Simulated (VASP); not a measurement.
# BeTe (F-43m) in VASP: notebook

The runs below take BeTe through density of states, elastic constants, with PBE.

Program: VASP 6.6.1. These are calculated values, not measurements. Logs are shortened: lines on timing, memory, paths and dates and some standing lists are left out, and cuts for length are marked.

**1. The cell of the first run**

It takes space group F-43m (No. 216, cubic). Conventional cell: a = 5.664 Å, b = 5.664 Å, c = 5.664 Å, α = 90.00°, β = 90.00°, γ = 90.00°. Be (site symmetry -43m) has 4 Te at 2.45 Å within 3.2 Å. Te (site symmetry -43m) has 4 Be at 2.45 Å within 3.2 Å.

**2. Density of states, PBE**

File POSCAR:

```
BeTe
1.0
    0.0000000000      2.8319684230      2.8319684230
    2.8319684230      0.0000000000      2.8319684230
    2.8319684230      2.8319684230      0.0000000000
Be Te
1 1
Direct
    0.0000000000      0.0000000000      0.0000000000
    0.7500000000      0.7500000000      0.7500000000
```

File INCAR.step1:

```
SYSTEM = BeTe
PREC = Accurate
ENCUT = 520
EDIFF = 1E-6
ISMEAR = 0
SIGMA = 0.02
LREAL = .False.
LASPH = .True.
NELM = 60
ALGO = Normal
ISIF = 2
LWAVE = .False.
LCHARG = .True.
GGA = PE
NBANDS = 11
```

File KPOINTS.step1:

```
regular mesh
0
Gamma
  8 8 8
  0 0 0
```

File INCAR.step2:

```
SYSTEM = BeTe
PREC = Accurate
ENCUT = 520
EDIFF = 1E-6
ISMEAR = -5
SIGMA = 0.02
LREAL = .False.
LASPH = .True.
NELM = 60
ALGO = Normal
ISIF = 2
LWAVE = .False.
LCHARG = .False.
GGA = PE
LORBIT = 10
NEDOS = 2001
ICHARG = 11
```

File KPOINTS.step2:

```
regular mesh
0
Gamma
  12 12 12
  0 0 0
```

Potentials or basis: VASP PAW PBE potentials, release 64 (Be, Te).

Launch:

```sh
cat potpaw_PBE.64/Be/POTCAR potpaw_PBE.64/Te/POTCAR > POTCAR
cp INCAR.step1 INCAR
cp KPOINTS.step1 KPOINTS
mpirun -np 1 vasp_std > vasp.out
cp INCAR.step2 INCAR
cp KPOINTS.step2 KPOINTS
mpirun -np 1 vasp_std > vasp.out
```

OUTCAR:

```text
SYSTEM = BeTe
   PREC = Accurate
   ENCUT = 520
   EDIFF = 1E-6
   ISMEAR = -5
   LREAL = .False.
   LASPH = .True.
   NELM = 60
   ISIF = 2
   GGA = PE
   LORBIT = 10
   ICHARG = 11

 ion  position               nearest neighbor table
   1  0.000  0.000  0.000-   2 2.45   2 2.45   2 2.45   2 2.45
   2  0.750  0.750  0.750-   1 2.45   1 2.45   1 2.45   1 2.45

  LATTYP: Found a face centered cubic cell.
 ALAT       =     5.6639368460

  Lattice vectors:

 A1 = (   0.0000000000,   2.8319684230,   2.8319684230)
 A2 = (   2.8319684230,   0.0000000000,   2.8319684230)
 A3 = (   2.8319684230,   2.8319684230,   0.0000000000)

Analysis of symmetry for initial positions (statically):
=====================================================================
 Subroutine PRICEL returns:
 Original cell was already a primitive cell.

 Routine SETGRP: Setting up the symmetry group for a
 face centered cubic supercell.

 Subroutine GETGRP returns: Found 24 space group operations
 (whereof 24 operations were pure point group operations)
 out of a pool of 48 trial point group operations.

The static configuration has the point symmetry T_d .

Analysis of symmetry for dynamics (positions and initial velocities):
=====================================================================
 Subroutine PRICEL returns:
 Original cell was already a primitive cell.

 Routine SETGRP: Setting up the symmetry group for a
 face centered cubic supercell.

 Subroutine GETGRP returns: Found 24 space group operations
 (whereof 24 operations were pure point group operations)
 out of a pool of 48 trial point group operations.

The dynamic configuration has the point symmetry T_d .

 Subroutine INISYM returns: Found 24 space group operations
 (whereof 24 operations are pure point group operations),
 and found     1 'primitive' translations

----------------------------------------------------------------------------------------

                                     Primitive cell

  volume of cell :      45.4250

  direct lattice vectors                    reciprocal lattice vectors
     0.000000000  2.831968423  2.831968423    -0.176555641  0.176555641  0.176555641
     2.831968423  0.000000000  2.831968423     0.176555641 -0.176555641  0.176555641
     2.831968423  2.831968423  0.000000000     0.176555641  0.176555641 -0.176555641

  length of vectors
     4.005008152  4.005008152  4.005008152     0.305803340  0.305803340  0.305803340

  position of ions in fractional coordinates (direct lattice)
     0.000000000  0.000000000  0.000000000
     0.750000000  0.750000000  0.750000000

  ion indices of the primitive-cell ions
   primitive index   ion index
                 1           1
                 2           2

----------------------------------------------------------------------------------------

 KPOINTS: regular mesh

Automatic generation of k-mesh.
 Grid dimensions read from file:
 generate k-points for:   12   12   12

 Generating k-lattice:

  Cartesian coordinates                     Fractional coordinates (reciprocal lattice)
    -0.014712970  0.014712970  0.014712970     0.083333333  0.000000000  0.000000000
     0.014712970 -0.014712970  0.014712970     0.000000000  0.083333333  0.000000000
     0.014712970  0.014712970 -0.014712970     0.000000000  0.000000000  0.083333333

  Length of vectors
     0.025483612  0.025483612  0.025483612

  Shift w.r.t. Gamma in fractional coordinates (k-lattice)
     0.000000000  0.000000000  0.000000000

 TETIRR: Found    247 inequivalent tetrahedra from    10368

 Subroutine IBZKPT returns following result:
 ===========================================

 Found     72 irreducible k-points:

 Following reciprocal coordinates:
            Coordinates               Weight
  0.000000  0.000000  0.000000      1.000000
  0.083333  0.000000  0.000000      8.000000
  0.166667  0.000000  0.000000      8.000000
  0.250000  0.000000  0.000000      8.000000
  0.333333  0.000000  0.000000      8.000000
  0.416667  0.000000  0.000000      8.000000
[... 16 lines left out ...]
  0.500000  0.166667  0.000000     24.000000
 -0.416667  0.166667  0.000000     24.000000
 [... further k-points ...]
   k-points           NKPTS =     72   k-points in BZ     NKDIM =     72   number of bands    NBANDS=      8
   number of dos      NEDOS =   2001   number of ions     NIONS =      2
   total plane-waves  NPLWV =  27000
   dimension x,y,z NGX =    30 NGY =   30 NGZ =   30
   dimension x,y,z NGXF=    60 NGYF=   60 NGZF=   60
   ions per type =               1   1
   NGX,Y,Z   is equivalent  to a cutoff of  12.45, 12.45, 12.45 a.u.
   NGXF,Y,Z  is equivalent  to a cutoff of  24.91, 24.91, 24.91 a.u.
 SYSTEM =  BeTe
   PREC   = accura    normal or accurate (medium, high low for compatibility)
   ISTART =      0    job   : 0-new  1-cont  2-samecut
   ICHARG =     11    charge: 1-file 2-atom 10-const
   ISPIN  =      1    spin polarized calculation?
   LNONCOLLINEAR =      F non collinear calculations
   LSORBIT =      F    spin-orbit coupling
   LASPH  =      T    aspherical Exc in radial PAW
   ENCUT  =  520.0 eV  38.22 Ry    6.18 a.u.   7.45  7.45  7.45*2*pi/ulx,y,z
   NELM   =     60;   NELMIN=  2; NELMDL=  0     # of ELM steps
   EDIFF  = 0.1E-05   stopping-criterion for ELM
   LREAL  =      F    real-space projection
   EDIFFG = 0.1E-04   stopping-criterion for IOM
   NSW    =      0    number of steps for IOM
   IBRION =     -1    ionic relax: 0-MD 1-quasi-New 2-CG
   NFREE  =      0    steps in history (QN), initial steepest desc. (CG)
   ISIF   =      2    stress and relaxation
   ISYM   =      2    0-nonsym 1-usesym 2-fastsym
   POTIM  = 0.5000    time-step for ionic-motion
   TEBEG  =    0.0;   TEEND  =   0.0 temperature during run
   PSTRESS=    0.0 pullay stress
   NELECT =       8.0000    total number of electrons
   NUPDOWN=      -1.0000    fix difference up-down
   EMIN   =  10.00;   EMAX   =-10.00  energy-range for DOS
   EFERMI =   0.00;   METHOD = LEGACY
   ISMEAR =    -5;   SIGMA  =   0.02  broadening in eV -4-tet -1-fermi 0-gaus
   EFERMI_NEDOS =   21; number of points for ismear=-14 and -15
   IALGO  =     38    algorithm
   IMIX   =      4    mixing-type and parameters
     AMIX     =   0.40;   BMIX     =  1.00
     AMIX_MAG =   1.60;   BMIX_MAG =  1.00
  volume/ion in A,a.u.               =      22.71       153.27
  Fermi-wavevector in a.u.,A,eV,Ry     =   0.917642  1.734091 11.457005  0.842066
  Thomas-Fermi vector in A             =   2.042633
   LORBIT       =     10    0 simple, 1 ext, 2 COOP (PROOUT), +10 PAW based schemes
   GGA     = PE    functional components
   LHFCALC =     F    Hartree Fock is set to
   AEXX    =    0.0000 exact exchange contribution
   IVDW    =     0    specifies the selected vdW correction
   LEPSILON=     F    determine dielectric tensor
   LRPA    =     F    only Hartree local field effects (RPA)
 non-spin polarized calculation
 Fermi weights with tetrahedron method with Bloechl corrections
  energy-cutoff  :      520.00
  volume of cell :       45.43
 maximum number of plane-waves:      1245
 NGX is ok and might be reduce to    30

 number of electron       8.0000000 magnetization

 Free energy of the ion-electron system (eV)
  ---------------------------------------------------
  ext. energy  EPLUGINS =         0.00000000
  ---------------------------------------------------
  free energy    TOTEN  =        -7.62465236 eV

  energy without entropy =       -7.62465236  energy(sigma->0) =       -7.62465236

 E-fermi :   4.9189     XC(G=0):  -8.9887

 val. band max:        4.9082352279   @ k =   0.0000   0.0000   0.0000
 cond. band min:       6.9226461917   @ k =   0.5000   0.5000   0.0000
 fundamental gap:      2.0144109638
 Fermi energy:         4.9189261081

 k-point     1 :       0.0000    0.0000    0.0000
  band No.  band energies     occupation
      1      -7.2785      2.00000
      2       4.9082      2.00000
      3       4.9082      2.00000
      4       4.9082      2.00000
      5       8.5310      0.00000
      6       8.5310      0.00000
      7       8.5310      0.00000
      8       8.6060      0.00000

 k-point     2 :       0.0833    0.0000    0.0000
  band No.  band energies     occupation
      1      -7.2138      2.00000
      2       4.2349      2.00000
      3       4.7987      2.00000
      4       4.7987      2.00000
      5       8.4785      0.00000
      6       8.6932      0.00000
      7       8.6932      0.00000
      8       9.2888      0.00000

 k-point     3 :       0.1667    0.0000    0.0000
  band No.  band energies     occupation
      1      -7.0262      2.00000
      2       2.9490      2.00000
      3       4.5406      2.00000
      4       4.5406      2.00000
      5       8.3407      0.00000
      6       9.0610      0.00000
      7       9.0610      0.00000
      8      10.5904      0.00000

 k-point     4 :       0.2500    0.0000    0.0000
  band No.  band energies     occupation
      1      -6.7380      2.00000
      2       1.6467      2.00000
      3       4.2526      2.00000
      4       4.2526      2.00000
      5       8.1835      0.00000
      6       9.3893      0.00000
      7       9.3893      0.00000
      8      11.8508      0.00000

 k-point     5 :       0.3333    0.0000    0.0000
  band No.  band energies     occupation
      1      -6.3983      2.00000
      2       0.5351      2.00000
      3       4.0121      2.00000
      4       4.0121      2.00000
      5       8.0517      0.00000
      6       9.5228      0.00000
      7       9.5228      0.00000
      8      12.6450      0.00000

 k-point     6 :       0.4167    0.0000    0.0000
  band No.  band energies     occupation
      1      -6.1003      2.00000
      2      -0.2397      2.00000
      3       3.8570      2.00000
      4       3.8570      2.00000
      5       7.9673      0.00000
      6       9.5206      0.00000
      7       9.5206      0.00000
      8      12.7565      0.00000

 k-point     7 :       0.5000    0.0000    0.0000
  band No.  band energies     occupation
      1      -5.9761      2.00000
      2      -0.5247      2.00000
      3       3.8038      2.00000
      4       3.8038      2.00000
      5       7.9386      0.00000
      6       9.5042      0.00000
      7       9.5042      0.00000
      8      12.7317      0.00000
[... 133 lines left out ...]
 k-point    20 :       0.2500    0.1667    0.0000
  band No.  band energies     occupation
      1      -6.7258      2.00000
      2       2.3164      2.00000
      3       3.6101      2.00000
      4       3.6712      2.00000
      5       7.9576      0.00000
      6       9.6859      0.00000
      7      10.5456      0.00000
      8      10.5658      0.00000

 k-point    21 :       0.3333    0.1667    0.0000
  band No.  band energies     occupation
      1      -6.4291      2.00000
      2       1.2681      2.00000
      3       3.3393      2.00000
      4       3.3892      2.00000
      5       8.1623      0.00000
      6       9.8024      0.00000
      7      10.6052      0.00000
      8      10.8328      0.00000

 k-point    22 :       0.4167    0.1667    0.0000
  band No.  band energies     occupation
      1      -6.1126      2.00000
      2       0.3820      2.00000
      3       2.9733      2.00000
      4       3.2909      2.00000
      5       8.2575      0.00000
      6      10.0136      0.00000
      7      10.7935      0.00000
      8      11.0304      0.00000

 k-point    23 :       0.5000    0.1667    0.0000
  band No.  band energies     occupation
      1      -5.8797      2.00000
      2      -0.1679      2.00000
      3       2.6672      2.00000
      4       3.3242      2.00000
      5       8.3217      0.00000
      6       9.9951      0.00000
      7      10.5991      0.00000
      8      12.0651      0.00000

 k-point    24 :      -0.4167    0.1667    0.0000
  band No.  band energies     occupation
      1      -5.8444      2.00000
      2      -0.2420      2.00000
      3       2.4742      2.00000
      4       3.4837      2.00000
      5       8.4494      0.00000
      6       9.9862      0.00000
      7      10.3701      0.00000
      8      13.0086      0.00000

 [... further k-points ...]

------------------------ aborting loop because EDIFF is reached ----------------------------------------

  FORCE on cell =-STRESS in cart. coord.  units (eV):
  Direction    XX          YY          ZZ          XY          YZ          ZX
  --------------------------------------------------------------------------------------
  -------------------------------------------------------------------------------------
  Total        0.0331714      0.0331714      0.0331714      0.0000000      0.0000000      0.0000000
  in kB        1.1699805      1.1699805      1.1699805      0.0000000      0.0000000      0.0000000
  external PRESSURE =       1.1699805 kB  Pullay stress =       0.0000000 kB

 VOLUME and BASIS-vectors are now :
 -----------------------------------------------------------------------------
  energy-cutoff  :      520.00
  volume of cell :       45.43
      direct lattice vectors                 reciprocal lattice vectors
     0.000000000  2.831968423  2.831968423    -0.176555641  0.176555641  0.176555641
     2.831968423  0.000000000  2.831968423     0.176555641 -0.176555641  0.176555641
     2.831968423  2.831968423  0.000000000     0.176555641  0.176555641 -0.176555641

 POSITION                                       TOTAL-FORCE (eV/Angst)
 -----------------------------------------------------------------------------------
      0.00000      0.00000      0.00000        -0.000000     -0.000000     -0.000000
      4.24795      4.24795      4.24795         0.000000      0.000000      0.000000
 -----------------------------------------------------------------------------------
    total drift:                               -0.000000     -0.000000     -0.000000

  FREE ENERGIE OF THE ION-ELECTRON SYSTEM (eV)
  ---------------------------------------------------
  free  energy   TOTEN  =        -7.6246523599 eV

  energy  without entropy=       -7.6246523599  energy(sigma->0) =       -7.62465236

 total charge

# of ion       s       p       d       tot
------------------------------------------
    1        0.371   0.556   0.000   0.928
    2        1.332   2.131   0.032   3.495
--------------------------------------------------
tot          1.703   2.687   0.032   4.422
```

Run time: 35 s. Hardware: 1 thread of Intel Xeon 6975P-C, shared host; peak memory 0.18 GiB.

What came out:

* Valence electrons inside the program's atomic spheres: Be 0.93; Te 3.50

Caveat: spin-orbit coupling is left out, which moves the levels of the heavy elements.

**3. Elastic constants, PBE**

File INCAR:

```
SYSTEM = BeTe
PREC = Accurate
ENCUT = 600
EDIFF = 1E-8
ISMEAR = 0
SIGMA = 0.01
LREAL = .FALSE.
LASPH = .TRUE.
NELM = 80
ALGO = Normal
ISIF = 3
LWAVE = .FALSE.
LCHARG = .TRUE.
GGA = PE
IBRION = 6
NFREE = 2
POTIM = 0.015
NSW = 1
```

File KPOINTS:

```
Automatic mesh
0
G
  8 8 8
  0 0 0
```

POSCAR is that of step 2.

Potentials or basis: VASP PAW PBE potentials, release 64 (Be, Te).

Launch:

```sh
cat potpaw_PBE.64/Be/POTCAR potpaw_PBE.64/Te/POTCAR > POTCAR
mpirun -np 1 vasp_std > vasp.out
```

OUTCAR:

```text
SYSTEM = BeTe
   PREC = Accurate
   ENCUT = 600
   EDIFF = 1E-8
   ISMEAR = 0
   LREAL = .FALSE.
   LASPH = .TRUE.
   NELM = 80
   ISIF = 3
   GGA = PE
   IBRION = 6
   NFREE = 2
   POTIM = 0.015
   NSW = 1

 ion  position               nearest neighbor table
   1  0.000  0.000  0.000-   2 2.45   2 2.45   2 2.45   2 2.45
   2  0.750  0.750  0.750-   1 2.45   1 2.45   1 2.45   1 2.45
[... 713 lines left out ...]
             X         Y         Z           dx          dy          dz
      0.000000  0.000000  0.000000     0.966454    0.000000    0.000000
      4.247953  4.247953  4.247953    -0.256840    0.000000    0.000000
[... 21 lines left out ...]
   6 f/i=    0.000223 THz     0.001402 2PiTHz    0.007445 cm-1     0.000923 meV
             X         Y         Z           dx          dy          dz
      0.000000  0.000000  0.000000    -0.214925    0.138991    0.021343
      4.247953  4.247953  4.247953    -0.808734    0.523003    0.080312

--------------------------------------------------------------------------------------------------------

 ELASTIC MODULI CONTR FROM IONIC RELAXATION (kBar)
 Direction    XX          YY          ZZ          XY          YZ          ZX
 --------------------------------------------------------------------------------
 XX          -0.0000     -0.0000     -0.0000     -0.0000      0.0000      0.0000
 YY          -0.0000     -0.0000     -0.0000     -0.0000     -0.0000      0.0000
 ZZ          -0.0000     -0.0000     -0.0000      0.0000     -0.0000      0.0000
 XY          -0.0000     -0.0000      0.0000    -98.8518      0.0000      0.0000
 YZ           0.0000     -0.0000     -0.0000      0.0000    -98.8518      0.0000
 ZX           0.0000      0.0000      0.0000      0.0000      0.0000    -98.8518
 --------------------------------------------------------------------------------

 TOTAL ELASTIC MODULI (kBar)
 Direction    XX          YY          ZZ          XY          YZ          ZX
 --------------------------------------------------------------------------------
 XX         968.0609    369.8835    369.8835      0.0000      0.0000      0.0000
 YY         369.8835    968.0609    369.8835      0.0000     -0.0000     -0.0000
 ZZ         369.8835    369.8835    968.0609     -0.0000     -0.0000      0.0000
 XY           0.0000      0.0000     -0.0000    494.6428      0.0000      0.0000
 YZ           0.0000     -0.0000     -0.0000      0.0000    494.6428      0.0000
 ZX           0.0000     -0.0000      0.0000      0.0000      0.0000    494.6428
 --------------------------------------------------------------------------------
```

Run time: 6.4 min. Hardware: 1 thread of Intel Xeon 6975P-C, shared host; peak memory 0.28 GiB.

Results:

| Quantity | Value |
| --- | --- |
| Elastic constants C11, C12, C44 | 97, 37, 49 GPa |
| Voigt bulk modulus | 57 GPa |
| Highest phonon frequency at Γ, LO-TO splitting left out | 457 cm⁻¹ |

Phonon frequencies in cm⁻¹ (negative: imaginary):
```
              q point        frequencies
(0.000, 0.000, 0.000)  0 0 0 457 457 457
```

Elastic tensor in Voigt notation (GPa, in the Cartesian axes of the cell as first typed):
```
97 37 37  0  0  0
37 97 37  0  0  0
37 37 97  0  0  0
 0  0  0 49  0  0
 0  0  0  0 49  0
 0  0  0  0  0 49
```

Clamped-ion elastic tensor (GPa):
```
97 37 37  0  0  0
37 97 37  0  0  0
37 37 97  0  0  0
 0  0  0 59  0  0
 0  0  0  0 59  0
 0  0  0  0  0 59
```

Caveat: spin-orbit coupling is left out, which moves the levels of the heavy elements.
